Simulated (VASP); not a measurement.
# Sc in VASP: relaxation of the atoms with LDA

Aim: the relaxation of the atoms of Sc with LDA.

Everything below comes from runs of VASP 6.6.1. Logs are shortened: lines on timing, memory, paths and dates and some standing lists are left out, and cuts for length are marked.

## Step 1: The cell of the first run

The cell holds a slab with vacuum, 2 atoms: a = 3.163 Å, b = 3.163 Å, c = 18.237 Å, α = 90.00°, β = 90.00°, γ = 90.00°.

## Step 2: Relaxation of the atoms, LDA

The input, INCAR:

```
PREC     = Accurate       # precision mode
ENCUT    = 520            # plane-wave cutoff, eV
EDIFF    = 1E-6           # SCF threshold, eV
ISMEAR   = -1             # smearing method
SIGMA    = 0.05           # smearing width, eV
LREAL    = F              # projectors in reciprocal space
LASPH    = T              # aspherical terms in the spheres
NELM     = 100            # most SCF steps
ALGO     = Normal         # electronic algorithm
ISIF     = 2              # what is computed and relaxed
LWAVE    = F              # write WAVECAR
LCHARG   = F              # write CHGCAR
LDIPOL   = T            
IDIPOL   = 3            
DIPOL    = 0.5 0.5 0.500
GGA      = CA             # functional
IBRION   = 2              # ionic algorithm
NSW      = 60             # ionic steps
EDIFFG   = -0.01          # ionic threshold
```

The input, KPOINTS:

```
regular mesh
0
Gamma
  13 13 1
```

The input, POSCAR:

```
Sc
1.0
    3.1629660068      0.0000000000      0.0000000000
    0.0000000000      3.1629660068      0.0000000000
    0.0000000000      0.0000000000     18.2366000000
Sc
2
Direct
    0.2500000000      0.2500000000      0.4386795041
    0.7500000000      0.7500000000      0.5613204959
```

Potentials or basis: VASP PAW LDA potentials, release 64 (Sc_sv).

Started as:

```
$ cat potpaw_LDA.64/Sc_sv/POTCAR > POTCAR
$ mpirun -np 1 vasp_std > vasp.out
```

OUTCAR:

```text
PREC = Accurate
   ENCUT = 520
   EDIFF = 1E-6
   ISMEAR = -1
   LREAL = F
   LASPH = T
   NELM = 100
   ISIF = 2
   GGA = CA
   IBRION = 2
   NSW = 60
   EDIFFG = -0.01

 ion  position               nearest neighbor table
   1  0.250  0.250  0.439-   2 3.16   2 3.16   2 3.16   2 3.16
   2  0.750  0.750  0.561-   1 3.16   1 3.16   1 3.16   1 3.16

  LATTYP: Found a simple tetragonal cell.
 ALAT       =     3.1629660068
 C/A-ratio  =     5.7656642407

  Lattice vectors:

 A1 = (   3.1629660068,   0.0000000000,   0.0000000000)
 A2 = (   0.0000000000,   3.1629660068,   0.0000000000)
 A3 = (   0.0000000000,   0.0000000000,  18.2366000000)

Analysis of symmetry for initial positions (statically):
=====================================================================
 Subroutine PRICEL returns:
 Original cell was already a primitive cell.

 Routine SETGRP: Setting up the symmetry group for a
 simple tetragonal supercell.

 Subroutine GETGRP returns: Found 16 space group operations
 (whereof  4 operations were pure point group operations)
 out of a pool of 16 trial point group operations.

The static configuration has the point symmetry C_2h.
 The point group associated with its full space group is D_4h.

Analysis of symmetry for dynamics (positions and initial velocities):
=====================================================================
 Subroutine PRICEL returns:
 Original cell was already a primitive cell.

 Routine SETGRP: Setting up the symmetry group for a
 simple tetragonal supercell.

 Subroutine GETGRP returns: Found 16 space group operations
 (whereof  4 operations were pure point group operations)
 out of a pool of 16 trial point group operations.

The dynamic configuration has the point symmetry C_2h.
 The point group associated with its full space group is D_4h.

 Subroutine INISYM returns: Found 16 space group operations
 (whereof  4 operations are pure point group operations),
 and found     1 'primitive' translations

----------------------------------------------------------------------------------------

                                     Primitive cell

  volume of cell :     182.4454

  direct lattice vectors                    reciprocal lattice vectors
     3.162966007  0.000000000  0.000000000     0.316158946  0.000000000  0.000000000
     0.000000000  3.162966007  0.000000000     0.000000000  0.316158946  0.000000000
     0.000000000  0.000000000 18.236600000     0.000000000  0.000000000  0.054834783

  length of vectors
     3.162966007  3.162966007 18.236600000     0.316158946  0.316158946  0.054834783

  position of ions in fractional coordinates (direct lattice)
     0.250000000  0.250000000  0.438679504
     0.750000000  0.750000000  0.561320496

  ion indices of the primitive-cell ions
   primitive index   ion index
                 1           1
                 2           2

----------------------------------------------------------------------------------------

 KPOINTS: regular mesh

Automatic generation of k-mesh.
 Grid dimensions read from file:
 generate k-points for:   13   13    1

 Generating k-lattice:

  Cartesian coordinates                     Fractional coordinates (reciprocal lattice)
     0.024319919  0.000000000  0.000000000     0.076923077  0.000000000  0.000000000
     0.000000000  0.024319919  0.000000000     0.000000000  0.076923077  0.000000000
     0.000000000  0.000000000  0.054834783     0.000000000  0.000000000  1.000000000

  Length of vectors
     0.024319919  0.024319919  0.054834783

  Shift w.r.t. Gamma in fractional coordinates (k-lattice)
     0.000000000  0.000000000  0.000000000

 Subroutine IBZKPT returns following result:
 ===========================================

 Found     28 irreducible k-points:

 Following reciprocal coordinates:
            Coordinates               Weight
[... 35 lines left out ...]
   ISTART =      0    job   : 0-new  1-cont  2-samecut
   ICHARG =      2    charge: 1-file 2-atom 10-const
   ISPIN  =      1    spin polarized calculation?
   LNONCOLLINEAR =      F non collinear calculations
   LSORBIT =      F    spin-orbit coupling
   LASPH  =      T    aspherical Exc in radial PAW
   ENCUT  =  520.0 eV  38.22 Ry    6.18 a.u.   5.88  5.88 33.91*2*pi/ulx,y,z
   NELM   =    100;   NELMIN=  2; NELMDL= -5     # of ELM steps
   EDIFF  = 0.1E-05   stopping-criterion for ELM
   LREAL  =      F    real-space projection
   EDIFFG = -.1E-01   stopping-criterion for IOM
   NSW    =     60    number of steps for IOM
   IBRION =      2    ionic relax: 0-MD 1-quasi-New 2-CG
   NFREE  =      1    steps in history (QN), initial steepest desc. (CG)
   ISIF   =      2    stress and relaxation
   ISYM   =      2    0-nonsym 1-usesym 2-fastsym
   POTIM  = 0.5000    time-step for ionic-motion
   TEBEG  =    0.0;   TEEND  =   0.0 temperature during run
   PSTRESS=    0.0 pullay stress
   NELECT =      22.0000    total number of electrons
   NUPDOWN=      -1.0000    fix difference up-down
   EMIN   =  10.00;   EMAX   =-10.00  energy-range for DOS
   EFERMI =   0.00;   METHOD = LEGACY
   ISMEAR =    -1;   SIGMA  =   0.05  broadening in eV -4-tet -1-fermi 0-gaus
   EFERMI_NEDOS =   21; number of points for ismear=-14 and -15
   IALGO  =     38    algorithm
   IMIX   =      4    mixing-type and parameters
     AMIX     =   0.40;   BMIX     =  1.00
     AMIX_MAG =   1.60;   BMIX_MAG =  1.00
  volume/ion in A,a.u.               =      91.22       615.60
  Fermi-wavevector in a.u.,A,eV,Ry     =   0.808794  1.528400  8.900227  0.654148
  Thomas-Fermi vector in A             =   1.917666
   LORBIT       =      0    0 simple, 1 ext, 2 COOP (PROOUT), +10 PAW based schemes
   GGA     = CA    functional components
   LHFCALC =     F    Hartree Fock is set to
   AEXX    =    0.0000 exact exchange contribution
   IVDW    =     0    specifies the selected vdW correction
   LEPSILON=     F    determine dielectric tensor
   LRPA    =     F    only Hartree local field effects (RPA)
 conjugate gradient relaxation of ions
 non-spin polarized calculation
  energy-cutoff  :      520.00
  volume of cell :      182.45
 maximum number of plane-waves:      4956
 NGX is ok and might be reduce to    24
   NGX = 11   NGY = 11   NGZ = 67

--------------------------------------- Ionic step        1  -------------------------------------------

 number of electron      22.0000001 magnetization

 Free energy of the ion-electron system (eV)
  ---------------------------------------------------
  ext. energy  EPLUGINS =         0.00000000
  ---------------------------------------------------
  free energy    TOTEN  =       -11.68189595 eV

  energy without entropy =      -11.61634388  energy(sigma->0) =      -11.64911991

------------------------ aborting loop because EDIFF is reached ----------------------------------------

  FORCE on cell =-STRESS in cart. coord.  units (eV):
  Direction    XX          YY          ZZ          XY          YZ          ZX
  --------------------------------------------------------------------------------------
  -------------------------------------------------------------------------------------
  Total       -1.3709382     -1.3709382     -1.9199396      0.0000000      0.0000000      0.0000000
  in kB      -12.0391420    -12.0391420    -16.8602974      0.0000000      0.0000000      0.0000000
  external PRESSURE =     -13.6461938 kB  Pullay stress =       0.0000000 kB
[... 59 lines left out ...]
--------------------------------------- Ionic step        3  -------------------------------------------

 number of electron      22.0000006 magnetization

 dipolmoment           0.000000      0.000000      0.000000 electrons x Angstroem

------------------------ aborting loop because EDIFF is reached ----------------------------------------

  FORCE on cell =-STRESS in cart. coord.  units (eV):
  Direction    XX          YY          ZZ          XY          YZ          ZX
  --------------------------------------------------------------------------------------
  -------------------------------------------------------------------------------------
  Total       -0.6647050     -0.6647050     -0.0641604      0.0000000      0.0000000     -0.0000000
  in kB       -5.8372272     -5.8372272     -0.5634357      0.0000000      0.0000000     -0.0000000
  external PRESSURE =      -4.0792967 kB  Pullay stress =       0.0000000 kB
[... 23 lines left out ...]
--------------------------------------- Ionic step        4  -------------------------------------------

 number of electron      22.0000005 magnetization

 dipolmoment           0.000000      0.000000     -0.000000 electrons x Angstroem

 Free energy of the ion-electron system (eV)
  ---------------------------------------------------
  ext. energy  EPLUGINS =         0.00000000
  ---------------------------------------------------
  free energy    TOTEN  =       -11.78489081 eV

  energy without entropy =      -11.72941898  energy(sigma->0) =      -11.75715489

 E-fermi :  -1.2007     XC(G=0):  -3.6748

 val. band max:       -1.2158661507   @ k =   0.3077   0.1538   0.0000
 cond. band min:      -1.1924006747   @ k =   0.3077   0.2308   0.0000
 fundamental gap:      0.0234654761
 Fermi energy:        -1.2006798182

 k-point     1 :       0.0000    0.0000    0.0000
  band No.  band energies     occupation
      1     -49.9521      2.00000
      2     -49.8431      2.00000
      3     -29.1935      2.00000
      4     -28.8512      2.00000
      5     -28.7700      2.00000
      6     -28.7700      2.00000
      7     -28.5960      2.00000
      8     -28.5960      2.00000
      9      -5.4091      2.00000
     10      -3.4953      2.00000
     11      -1.7123      1.99993
     12      -1.3191      1.82875
     13      -0.9075      0.00566
     14      -0.0359      0.00000
[... 401 lines left out ...]
      2     -49.8381      2.00000
      3     -29.1048      2.00000
      4     -29.0455      2.00000
      5     -28.9605      2.00000
      6     -28.8905      2.00000
      7     -28.7572      2.00000
      8     -28.7461      2.00000
      9      -2.3915      2.00000
     10      -1.6945      1.99990
     11      -1.2660      1.57361
     12      -1.2635      1.55702
     13      -0.2447      0.00000
     14       0.6289      0.00000
     15       0.8191      0.00000

 [... further k-points ...]

------------------------ aborting loop because EDIFF is reached ----------------------------------------

 vacuum level on the upper side and lower side of the slab       (xc-potential included)        -0.008        -0.008

  FORCE on cell =-STRESS in cart. coord.  units (eV):
  Direction    XX          YY          ZZ          XY          YZ          ZX
  --------------------------------------------------------------------------------------
  -------------------------------------------------------------------------------------
  Total       -0.6485581     -0.6485581     -0.0254369     -0.0000000     -0.0000000      0.0000000
  in kB       -5.6954301     -5.6954301     -0.2233790     -0.0000000     -0.0000000      0.0000000
  external PRESSURE =      -3.8714131 kB  Pullay stress =       0.0000000 kB
[... 17 lines left out ...]
  FREE ENERGIE OF THE ION-ELECTRON SYSTEM (eV)
  ---------------------------------------------------
  free  energy   TOTEN  =       -11.7848908061 eV

  energy  without entropy=      -11.7294189813  energy(sigma->0) =      -11.75715489

 reached required accuracy - stopping structural energy minimisation

 vacuum level on the upper side and lower side of the slab         1.907         1.907
```

Run time: 4.3 min. Hardware: 1 thread of Intel Xeon 8259CL, shared host; peak memory 0.25 GiB.

What came out:

| Property | Result |
| --- | --- |
| Free energy | -11.7849 eV |
| Energy gained by relaxing | 51.5 meV/atom |
| Ionic steps | 4 |
| Band gap on the k mesh | zero (bands 11 and 12 overlap by 0.38 eV) |

Step by step:
```
step  energy change (eV)  largest force (eV/Å)  pressure (GPa)
   1              0.0000                0.8501           -1.36
   2             -0.0594                0.5871           -1.04
   3             -0.1029                0.0224           -0.41
   4             -0.1030                0.0007           -0.39
```

Final structure:
```xyz
2
Lattice="3.1630 0.0000 0.0000 0.0000 3.1630 0.0000 0.0000 0.0000 18.2366" Properties=species:S:1:pos:R:3 pbc="T T T"
Sc    0.7907    0.7907    8.1123
Sc    2.3722    2.3722   10.1243
```

The gap in the log of VASP goes by the Fermi energy; the results here count the filled bands.